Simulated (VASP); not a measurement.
Set up this calculation in VASP 6.6.1, as the native input.

| Quantity | Value |
| --- | --- |
| Task | single point |
| Functional | LDA |
| Potentials or basis | VASP PAW LDA potentials, release 64 (Mg, O) |
| Cutoff | 600 eV |
| k mesh | 6 × 6 × 4 |
| Occupations | gaussian, width 0.1 eV |
| Spin | no spin polarisation |
| Dipole correction | no |
| Further INCAR settings | ALGO = Normal; EDIFF = 1e-06; NBANDS = 16 |

The structure of MgO lies in POSCAR:

```
MgO
1.0
    3.3077869865      0.0000000000      0.0000000000
   -1.6538934933      2.8646275606      0.0000000000
    0.0000000000      0.0000000000      4.9828816700
Mg O
2 2
Direct
    0.3333333300      0.6666666700      0.0021597400
    0.6666666700      0.3333333300      0.5021597400
    0.3333333300      0.6666666700      0.4024402600
    0.6666666700      0.3333333300      0.9024402600
```

One way to write it, as run:

INCAR

```
PREC = Accurate ; ENCUT = 600
EDIFF = 1E-6 ; ISMEAR = 0
SIGMA = 0.1 ; LREAL = False
LASPH = True ; NELM = 120
ALGO = Normal ; ISIF = 2
LWAVE = False ; LCHARG = False
GGA = CA ; NBANDS = 16
GGA_COMPAT = False
```

KPOINTS

```
regular mesh
0
Gamma
  6 6 4
```

Potentials or basis: VASP PAW LDA potentials, release 64 (Mg, O).

Command:

```bash
$ cat potpaw_LDA.64/Mg/POTCAR potpaw_LDA.64/O/POTCAR > POTCAR
$ mpirun -np 1 vasp_std > vasp.out
```

Results of the run:

| Quantity | Value |
| --- | --- |
| Pressure | -5.6 GPa |
| Largest force | 0.048 eV/Å |
| Band gap on the k mesh | 3.36 eV |

Caveat: the cell stands under tension.

It took 8.3 s on 1 thread of AMD EPYC 9R45 96-Core Processor (Zen 5) (shared host), peak memory 0.13 GiB.
